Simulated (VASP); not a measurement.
Set up this calculation in VASP 6.6.1, as the native input.

* Task: single point
* Functional: PBE
* Potentials or basis: VASP PAW PBE potentials, release 64 (Pd)
* Cutoff: 520 eV
* k mesh: 18 × 18 × 18
* Occupations: gaussian, width 0.05 eV
* Spin: non-collinear spin, zero start, spin-orbit coupling
* Starting moments: [[0.0, 0.0, 0.0]] μB
* Dipole correction: no
* Further INCAR settings: ALGO = Normal; EDIFF = 1e-07; NBANDS = 21

The structure of Pd lies in POSCAR:

```
Pd
1.0
    0.0000000000      1.9709908390      1.9709908390
    1.9709908390      0.0000000000      1.9709908390
    1.9709908390      1.9709908390      0.0000000000
Pd
1
Direct
    0.0000000000      0.0000000000      0.0000000000
```

One way to write it, as run:

INCAR

```
ALGO = Normal
EDIFF = 1E-7
ENCUT = 520
GGA = PE
GGA_COMPAT = False
ISIF = 2
ISMEAR = 0
LASPH = True
LCHARG = False
LMAXMIX = 4
LNONCOLLINEAR = True
LORBIT = 11
LORBMOM = True
LREAL = False
LSORBIT = True
LWAVE = False
MAGMOM = 0 0 0
NBANDS = 21
NELM = 150
PREC = Accurate
SIGMA = 0.05
```

KPOINTS

```
k-points
0
Gamma
  18 18 18
```

Potentials or basis: VASP PAW PBE potentials, release 64 (Pd).

Command:

```sh
$ cat potpaw_PBE.64/Pd/POTCAR > POTCAR
$ mpirun -np 1 vasp_ncl > vasp.out
```

It gave:

```
Pressure                                              : -0.2 GPa
Net moment                                            : 0.00 μB per cell
Valence electrons inside the program's atomic spheres : Pd 9.37
```

Run time: 4 min on 1 thread of AMD EPYC 7R43 64-Core Processor (Zen 3), with other jobs on the host, peak memory 0.22 GiB.
